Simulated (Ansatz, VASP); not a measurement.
## Two plane-wave programs on ZnS

```
Zn S
1.0
     0.00000    2.66408    2.74522
     2.66408    0.00000    2.74522
     2.66408    2.66408    0.00000
Zn S
1 1
Direct
  0.00000 0.00000 0.00000
  0.75000 0.75000 0.75000
```

Change from the starting cell: strain -0.015 along x and y, +0.015 along z, atoms carried along.

Alike in both runs: task single point; functional r2SCAN; k mesh 8 × 8 × 8; occupations gaussian, width 0.05 eV; no spin polarisation.

```csv
,VASP,Ansatz
version,VASP 6.6.1,Ansatz 0.2.0
potentials or method,"VASP PAW PBE potentials, release 64 (Zn, S), cutoff 520 eV","scalar-relativistic, plane waves, PAW"
valence electrons in the cell,18,18
```

```csv
,VASP,Ansatz,Ansatz less VASP
gap on the k mesh at the Fermi level (eV),2.69,2.68,-0.011
least direct gap on the mesh (eV),2.69,2.68,-0.011
pressure (GPa),0.3,0.3,-0.03
"traceless stress, the component that is largest in VASP (GPa)",-0.88,-0.92,-0.040
```

VASP's potentials were made for PBE, not for r2SCAN. With one functional, cell and mesh, what is left measures potentials, basis and numerics.
